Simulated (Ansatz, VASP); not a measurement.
# One calculation of CoCl2O2, two programs

```
Co Cl O
1.0
     3.58087   -3.92695    0.00000
     3.58087    3.92695    0.00000
    -0.42040    0.00000    3.45761
Co Cl O
1 2 2
Direct
  0.00000 0.00000 0.00000
  0.76552 0.76552 0.42794
  0.23448 0.23448 0.57206
  0.79184 0.20816 0.00000
  0.20816 0.79184 0.00000
```

Alike in both runs: task single point; functional PBE; k mesh 4 × 4 × 7; occupations fermi-dirac, width 0.05 eV; collinear spin; fixed moment 1.5 μB.

|  | VASP | Ansatz |
| --- | --- | --- |
| version | VASP 6.6.1 | Ansatz 0.2.0 |
| potentials or method | VASP PAW PBE potentials, release 64 (Co, Cl, O) | Ansatz PAW |
| plane-wave cutoff (eV) | 520 | 420 |
| valence electrons in the cell | 35 | 43 |

|  | VASP | Ansatz | Ansatz less VASP |
| --- | --- | --- | --- |
| pressure (GPa) | -0.7 | -0.9 | -0.15 |
| traceless stress, the component that is largest in VASP (GPa) | -0.26 | -0.27 | -0.012 |
| rms of the force components (eV/Å) | 0.122 | 0.133 | +0.0105 |
| net moment per atom (μB) | 0.30 | 0.30 | 0.000 |
| size of the moment on the site where the two differ most (μB) | 0.91 | 0.85 | -0.057 |

Site moments also hang on the region over which each program counts them. Atom by atom the forces differ by 0.027 eV/Å (rms over components). With one functional, cell and mesh, what is left measures potentials, basis and numerics. VASP's potentials hold 35 valence electrons a cell and Ansatz's 43, so a difference there can come from the potentials and not from the codes.
